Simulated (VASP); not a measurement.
Wanted: the native input for a VASP 6.6.1 run.

| Item | Value |
| --- | --- |
| Task | single point |
| Functional | PBEsol |
| Potentials or basis | VASP PAW PBE potentials, release 64 (Ti_sv, Rh_pv) |
| Cutoff | 500 eV |
| k mesh | 6 × 6 × 5 |
| Occupations | fermi-dirac, width 0.05 eV |
| Spin | no spin polarisation |
| Dipole correction | no |
| Further INCAR settings | ALGO = Normal; EDIFF = 1e-06; NBANDS = 20 |

The structure of TiRh lies in POSCAR:

```
TiRh
1.0
    2.9564685185      0.0000000000      0.0000000000
    0.0000000000      2.9564685185      0.0000000000
    0.0000000000      0.0000000000      3.3146484394
Ti Rh
1 1
Direct
    0.5000000000      0.5000000000      0.5000000000
    0.0000000000      0.0000000000      0.0000000000
```

The input as run:

INCAR

```
SYSTEM = TiRh
PREC = Accurate
ENCUT = 500
EDIFF = 1E-6
ISMEAR = -1
SIGMA = 0.05
LREAL = .False.
LASPH = .True.
NELM = 120
ALGO = Normal
ISIF = 2
LWAVE = .False.
LCHARG = .False.
GGA = PS
NBANDS = 20
GGA_COMPAT = .False.
```

KPOINTS

```
Automatic mesh
0
Gamma
  6 6 5
  0 0 0
```

Potentials or basis: VASP PAW PBE potentials, release 64 (Ti_sv, Rh_pv).

The run is started by

```bash
$ cat potpaw_PBE.64/Ti_sv/POTCAR potpaw_PBE.64/Rh_pv/POTCAR > POTCAR
$ mpirun -np 1 vasp_std > vasp.out
```

It gave:

```json
{
 "Pressure": "-0.1 GPa"
}
```

Caveat: the k points lie up to 0.38 Å⁻¹ apart; the PAW data sets were made with another functional, which shifts forces and pressure a little.

Wall time 9.8 s on 1 thread of Intel(R) Xeon(R) Platinum 8375C CPU @ 2.90GHz (Ice Lake), on a shared host, peak memory 0.14 GiB.
